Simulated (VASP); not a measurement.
# SiC (F-43m) in VASP: notebook

The runs below take SiC through single point, with PBE.

All numbers are computed with VASP 6.6.1; they aren't measurements. Logs are shortened: lines on timing, memory, paths and dates and some standing lists are left out, and cuts for length are marked.

### 1 The cell of the first run

It takes space group F-43m (No. 216, cubic). The conventional cell has a = 4.295 Å, b = 4.295 Å, c = 4.295 Å, α = 90.00°, β = 90.00°, γ = 90.00°. Within 2.5 Å of Si (site symmetry -43m) lie 4 C at 1.86 Å. Within 2.5 Å of C (site symmetry -43m) lie 4 Si at 1.86 Å.

### 2 Single point, PBE

Contents of INCAR:

```
SYSTEM = SiC
PREC     = Accurate       ! precision mode
ENCUT    = 600            ! plane-wave cutoff, eV
EDIFF    = 1E-6           ! SCF threshold, eV
ISMEAR   = 0              ! smearing method
SIGMA    = 0.05           ! smearing width, eV
LREAL    = .False.        ! projectors in reciprocal space
LASPH    = .True.         ! aspherical terms in the spheres
NELM     = 120            ! most SCF steps
ALGO     = Normal         ! electronic algorithm
ISIF     = 2              ! what is computed and relaxed
LWAVE    = .False.        ! write WAVECAR
LCHARG   = .False.        ! write CHGCAR
GGA      = PE             ! functional
NBANDS   = 11             ! bands
GGA_COMPAT= .False.
```

Contents of KPOINTS:

```
regular mesh
0
Gamma
  8 8 8
  0 0 0
```

Contents of POSCAR:

```
SiC
1.0
    0.0000000000      2.1477430014      2.1477430014
    2.1477430014      0.0000000000      2.1477430014
    2.1477430014      2.1477430014      0.0000000000
Si C
1 1
Direct
    0.0000000000      0.0000000000      0.0000000000
    0.2500000000      0.2500000000      0.2500000000
```

Potentials or basis: VASP PAW PBE potentials, release 64 (Si, C).

Started as:

```console
$ cat potpaw_PBE.64/Si/POTCAR potpaw_PBE.64/C/POTCAR > POTCAR
$ mpirun -np 1 vasp_std > vasp.out
```

OUTCAR:

```text
SYSTEM = SiC
   PREC = Accurate
   ENCUT = 600
   EDIFF = 1E-6
   ISMEAR = 0
   LREAL = .False.
   LASPH = .True.
   NELM = 120
   ISIF = 2
   GGA = PE

 ion  position               nearest neighbor table
   1  0.000  0.000  0.000-   2 1.86   2 1.86   2 1.86   2 1.86
   2  0.250  0.250  0.250-   1 1.86   1 1.86   1 1.86   1 1.86

  LATTYP: Found a face centered cubic cell.
 ALAT       =     4.2954860028

  Lattice vectors:

 A1 = (   0.0000000000,   2.1477430014,   2.1477430014)
 A2 = (   2.1477430014,   0.0000000000,   2.1477430014)
 A3 = (   2.1477430014,   2.1477430014,   0.0000000000)

Analysis of symmetry for initial positions (statically):
=====================================================================
 Subroutine PRICEL returns:
 Original cell was already a primitive cell.

 Routine SETGRP: Setting up the symmetry group for a
 face centered cubic supercell.

 Subroutine GETGRP returns: Found 24 space group operations
 (whereof 24 operations were pure point group operations)
 out of a pool of 48 trial point group operations.

The static configuration has the point symmetry T_d .

Analysis of symmetry for dynamics (positions and initial velocities):
=====================================================================
 Subroutine PRICEL returns:
 Original cell was already a primitive cell.

 Routine SETGRP: Setting up the symmetry group for a
 face centered cubic supercell.

 Subroutine GETGRP returns: Found 24 space group operations
 (whereof 24 operations were pure point group operations)
 out of a pool of 48 trial point group operations.

The dynamic configuration has the point symmetry T_d .

 Subroutine INISYM returns: Found 24 space group operations
 (whereof 24 operations are pure point group operations),
 and found     1 'primitive' translations

----------------------------------------------------------------------------------------

                                     Primitive cell

  volume of cell :      19.8142

  direct lattice vectors                    reciprocal lattice vectors
     0.000000000  2.147743001  2.147743001    -0.232802528  0.232802528  0.232802528
     2.147743001  0.000000000  2.147743001     0.232802528 -0.232802528  0.232802528
     2.147743001  2.147743001  0.000000000     0.232802528  0.232802528 -0.232802528

  length of vectors
     3.037367281  3.037367281  3.037367281     0.403225806  0.403225806  0.403225806

  position of ions in fractional coordinates (direct lattice)
     0.000000000  0.000000000  0.000000000
     0.250000000  0.250000000  0.250000000

  ion indices of the primitive-cell ions
[... 79 lines left out ...]
   IBRION =     -1    ionic relax: 0-MD 1-quasi-New 2-CG
   NFREE  =      0    steps in history (QN), initial steepest desc. (CG)
   ISIF   =      2    stress and relaxation
   ISYM   =      2    0-nonsym 1-usesym 2-fastsym
   POTIM  = 0.5000    time-step for ionic-motion
   TEBEG  =    0.0;   TEEND  =   0.0 temperature during run
   PSTRESS=    0.0 pullay stress
   NELECT =       8.0000    total number of electrons
   NUPDOWN=      -1.0000    fix difference up-down
   EMIN   =  10.00;   EMAX   =-10.00  energy-range for DOS
   EFERMI =   0.00;   METHOD = LEGACY
   ISMEAR =     0;   SIGMA  =   0.05  broadening in eV -4-tet -1-fermi 0-gaus
   EFERMI_NEDOS =   21; number of points for ismear=-14 and -15
   IALGO  =     38    algorithm
   IMIX   =      4    mixing-type and parameters
     AMIX     =   0.40;   BMIX     =  1.00
     AMIX_MAG =   1.60;   BMIX_MAG =  1.00
  volume/ion in A,a.u.               =       9.91        66.86
  Fermi-wavevector in a.u.,A,eV,Ry     =   1.209983  2.286536 19.919722  1.464058
  Thomas-Fermi vector in A             =   2.345543
   LORBIT       =      0    0 simple, 1 ext, 2 COOP (PROOUT), +10 PAW based schemes
   GGA     = PE    functional components
   LHFCALC =     F    Hartree Fock is set to
   AEXX    =    0.0000 exact exchange contribution
   IVDW    =     0    specifies the selected vdW correction
   LEPSILON=     F    determine dielectric tensor
   LRPA    =     F    only Hartree local field effects (RPA)
 non-spin polarized calculation
 Gauss-broadening in eV      SIGMA  =   0.05
  energy-cutoff  :      600.00
  volume of cell :       19.81
 maximum number of plane-waves:       684
   NGX = 13   NGY = 13   NGZ = 13

 number of electron       7.9999999 magnetization

 Free energy of the ion-electron system (eV)
  ---------------------------------------------------
  ext. energy  EPLUGINS =         0.00000000
  ---------------------------------------------------
  free energy    TOTEN  =       -15.01230835 eV

  energy without entropy =      -15.01230835  energy(sigma->0) =      -15.01230835

 E-fermi :   8.8773     XC(G=0): -11.5463

 val. band max:        8.6010043551   @ k =   0.0000   0.0000   0.0000
 cond. band min:       9.9158490631   @ k =   0.5000   0.5000   0.0000
 fundamental gap:      1.3148447080
 Fermi energy:         8.8773055476

 k-point     1 :       0.0000    0.0000    0.0000
  band No.  band energies     occupation
      1      -7.1468      2.00000
      2       8.6010      2.00000
      3       8.6010      2.00000
      4       8.6010      2.00000
      5      15.3448      0.00000
      6      16.2164      0.00000
      7      16.2164      0.00000
      8      16.2164      0.00000
      9      23.3648      0.00000
     10      23.3648      0.00000
     11      25.7645      0.00000
[... 309 lines left out ...]
 k-point    24 :      -0.3750    0.2500    0.1250
  band No.  band energies     occupation
      1      -2.7457      2.00000
      2       0.5756      2.00000
      3       4.8254      2.00000
      4       6.2826      2.00000
      5      13.9393      0.00000
      6      16.1834      0.00000
      7      19.1082      0.00000
      8      19.9872      0.00000
      9      22.4606      0.00000
     10      25.2209      0.00000
     11      28.4598      0.00000

 [... further k-points ...]
[... 5 lines left out ...]
  --------------------------------------------------------------------------------------
  -------------------------------------------------------------------------------------
  Total        1.6898342      1.6898342      1.6898342     -0.0000000     -0.0000000      0.0000000
  in kB      136.6399638    136.6399638    136.6399638     -0.0000000     -0.0000000      0.0000000
  external PRESSURE =     136.6399638 kB  Pullay stress =       0.0000000 kB

 VOLUME and BASIS-vectors are now :
 -----------------------------------------------------------------------------
  energy-cutoff  :      600.00
  volume of cell :       19.81
      direct lattice vectors                 reciprocal lattice vectors
     0.000000000  2.147743001  2.147743001    -0.232802528  0.232802528  0.232802528
     2.147743001  0.000000000  2.147743001     0.232802528 -0.232802528  0.232802528
     2.147743001  2.147743001  0.000000000     0.232802528  0.232802528 -0.232802528

 POSITION                                       TOTAL-FORCE (eV/Angst)
 -----------------------------------------------------------------------------------
      0.00000      0.00000      0.00000         0.000000      0.000000      0.000000
      1.07387      1.07387      1.07387        -0.000000     -0.000000     -0.000000
 -----------------------------------------------------------------------------------
    total drift:                                0.000000      0.000000      0.000000

  FREE ENERGIE OF THE ION-ELECTRON SYSTEM (eV)
  ---------------------------------------------------
  free  energy   TOTEN  =       -15.0123083478 eV

  energy  without entropy=      -15.0123083478  energy(sigma->0) =      -15.01230835
```

OSZICAR:

```text
N       E                     dE             d eps       ncg     rms          rms(c)
DAV:   1     0.469156001926E+01    0.46916E+01   -0.44509E+03   654   0.704E+02
DAV:   2    -0.163922536539E+02   -0.21084E+02   -0.19801E+02   817   0.118E+02
DAV:   3    -0.169897830700E+02   -0.59753E+00   -0.59639E+00   776   0.164E+01
DAV:   4    -0.169919512425E+02   -0.21682E-02   -0.21680E-02   727   0.125E+00
DAV:   5    -0.169919603590E+02   -0.91165E-05   -0.91164E-05   776   0.767E-02    0.927E+00
DAV:   6    -0.150848951985E+02    0.19071E+01   -0.65607E+00   698   0.117E+01    0.414E+00
DAV:   7    -0.150201850267E+02    0.64710E-01   -0.43562E-01   761   0.375E+00    0.186E+00
DAV:   8    -0.150120747310E+02    0.81103E-02   -0.20572E-02   704   0.966E-01    0.169E-01
DAV:   9    -0.150122041177E+02   -0.12939E-03   -0.14439E-03   811   0.224E-01    0.114E-01
DAV:  10    -0.150123062191E+02   -0.10210E-03   -0.20812E-04   698   0.894E-02    0.254E-02
DAV:  11    -0.150123079885E+02   -0.17694E-05   -0.35057E-05   764   0.314E-02    0.671E-03
DAV:  12    -0.150123083478E+02   -0.35932E-06   -0.16083E-06   514   0.780E-03
   1 F= -.15012308E+02 E0= -.15012308E+02  d E =-.904039E-17
```

stdout:

```text
POSCAR found type information on POSCAR SiC
 POSCAR found :  2 types and       2 ions
 scaLAPACK will be used
 LDA part: xc-table for (Slater+PW92), standard interpolation
 POSCAR, INCAR and KPOINTS ok, starting setup
 FFT: planning ... GRIDC
 FFT: planning ... GRID_SOFT
 FFT: planning ... GRID
 WAVECAR not read
 entering main loop
```

Wall time 6.1 s (1 thread of AMD EPYC 7R43 (Zen 3), shared host); peak memory 0.1 GiB.

Results:

* Free energy: -15.0123 eV
* Pressure: 13.7 GPa
* Band gap on the k mesh: 1.31 eV, indirect (least direct gap 4.58 eV)

A k mesh can miss the band edges.

### 3 Single point, PBE (volume scaled by 1.000 of the coarse rest volume)

Contents of INCAR:

```
  PREC = Accurate
  ENCUT = 600
  EDIFF = 1E-6
  ISMEAR = 0
  SIGMA = 0.02
  LREAL = F
  LASPH = T
  NELM = 120
  ALGO = Normal
  ISIF = 2
  LWAVE = F
  LCHARG = T
  GGA = PE
  LELF = T
  LVHAR = T
  NBANDS = 11
  GGA_COMPAT = F
```

Contents of KPOINTS:

```
Automatic mesh
0
Gamma
  8 8 8
```

Contents of POSCAR:

```
SiC
1.0
    0.0000000000      2.1893000000      2.1893000000
    2.1893000000      0.0000000000      2.1893000000
    2.1893000000      2.1893000000      0.0000000000
Si C
1 1
Direct
    0.0000000000      0.0000000000      0.0000000000
    0.2500000000      0.2500000000      0.2500000000
```

Potentials or basis: VASP PAW PBE potentials, release 64 (Si, C).

Started as:

```console
$ cat potpaw_PBE.64/Si/POTCAR potpaw_PBE.64/C/POTCAR > POTCAR
$ mpirun -np 1 vasp_std > vasp.out
```

It took 11 s on 1 thread of AMD EPYC 7R43 (Zen 3), shared host; peak memory 0.12 GiB.

The run converged. Its results:

* Free energy: -15.0611 eV
* Pressure: 0.0 GPa
* Band gap on the k mesh: 1.37 eV, indirect (least direct gap 4.53 eV)

Levels at points of the mesh, in eV from the valence-band top:
```
           k point  band 2  band 3  band 4  band 5  band 6  band 7
(0.00, 0.00, 0.00)    0.00    0.00    0.00    6.07    7.21    7.21
(0.50, 0.00, 0.00)   -8.46   -1.05   -1.05    5.31    7.17    7.17
(0.50, 0.50, 0.00)   -7.75   -3.16   -3.16    1.37    4.27   13.87
```

 A k mesh can miss the band edges.
